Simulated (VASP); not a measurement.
Wanted: the native input for a VASP 6.6.1 run.

```yaml
Task: relaxation of cell and atoms
Functional: PBE
Potentials_or_basis: VASP PAW PBE potentials, release 64 (Te, W_sv, S)
Cutoff: 600 eV
k_mesh: 4 × 4 × 4
Occupations: gaussian, width 0.1 eV
Spin: no spin polarisation
Dipole_correction: no
Further_INCAR_settings: ALGO = Normal; EDIFF = 1e-07; IBRION = 2; EDIFFG = -0.04; NSW = 90; ISIF = 3
```

The structure of TeWS4 lies in POSCAR:

```
TeWS4
1.0
    4.2360792700     -4.3902437900      0.0000000000
    4.2360792700      4.3902437900      0.0000000000
    0.0000000000      0.0000000000      3.8266495900
Te W S
1 1 4
Direct
    0.5000000000      0.5000000000      0.5000000000
    0.0000000000      0.0000000000      0.0000000000
    0.7953028200      0.2046971800      0.5000000000
    0.2046971800      0.7953028200      0.5000000000
    0.7049335200      0.7049335200      0.0000000000
    0.2950664800      0.2950664800      0.0000000000
```

These files were run (other wordings do the same):

INCAR

```
  ALGO = Normal
  EDIFF = 1E-7
  EDIFFG = -0.04
  ENCUT = 600
  GGA = PE
  IBRION = 2
  ISIF = 3
  ISMEAR = 0
  LASPH = T
  LCHARG = F
  LREAL = F
  LWAVE = F
  NELM = 60
  NSW = 90
  PREC = Accurate
  SIGMA = 0.1
```

KPOINTS

```
k-points
0
Gamma
  4 4 4
```

Potentials or basis: VASP PAW PBE potentials, release 64 (Te, W_sv, S).

Run with:

```sh
$ cat potpaw_PBE.64/Te/POTCAR potpaw_PBE.64/W_sv/POTCAR potpaw_PBE.64/S/POTCAR > POTCAR
$ mpirun -np 1 vasp_std > vasp.out
```

Results of the run:

```yaml
Relaxed_volume: 22.82 Å³/atom
Relaxed_cell: a = 6.043 Å, b = 6.043 Å, c = 3.749 Å, α = 90.00°, β = 90.00°, γ = 90.03°
Space_group_after_relaxing_to_0.05_Å: Cmmm (No. 65)
Energy_gained_by_relaxing: 173.4 meV/atom
Ionic_steps: 8
Pressure_after_relaxing: 0.1 GPa
Largest_force_after_relaxing: 0.004 eV/Å
Band_gap_on_the_k_mesh: zero (band 22 reaches 5.91 eV, above the bottom of band 23 at 4.66 eV)
```

Caveat: the k points lie up to 0.42 Å⁻¹ apart in the final cell; spin-orbit coupling is left out, which moves the levels of the heavy elements.

It took 4.2 min on 1 thread of Intel(R) Xeon(R) 6975P-C (Granite Rapids), with other jobs on the host, peak memory 0.34 GiB.
